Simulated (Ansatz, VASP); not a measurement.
# BaZrO3 in VASP and in Ansatz

```
CELL_PARAMETERS angstrom
4.22673 0.00000 0.00000
0.00000 4.22673 0.00000
0.00000 0.00000 4.22673
ATOMIC_POSITIONS crystal
Ba 0.50000 0.50000 0.50000
Zr 0.00000 0.00000 0.00000
O 0.50000 0.00000 0.00000
O 0.00000 0.50000 0.00000
O 0.00000 0.00000 0.50000
```

Alike in both runs: functional PBE; k mesh 4 × 4 × 4; occupations gaussian, width 0.1 eV; no spin polarisation.

Ansatz relaxed the structure, and its values are those at the end. VASP's run is a single point on that final structure, the one shown.

|  | VASP | Ansatz |
| --- | --- | --- |
| version | VASP 6.6.1 | Ansatz 0.2.0 |
| potentials or method | VASP PAW PBE potentials, release 64 (Ba_sv, Zr_sv, O_h), cutoff 910 eV | scalar-relativistic, plane waves, PAW |
| valence electrons in the cell | 40 | 40 |

|  | VASP | Ansatz | Ansatz less VASP |
| --- | --- | --- | --- |
| gap on the k mesh at the Fermi level (eV) | 3.13 | 3.17 | +0.042 |
| least direct gap on the mesh (eV) | 3.38 | 3.40 | +0.019 |

With one functional, cell and mesh, what is left measures potentials, basis and numerics.

Neither program's run includes spin-orbit coupling. Noted on VASP's run: the cutoff is short for stress, so the pressure is rough.
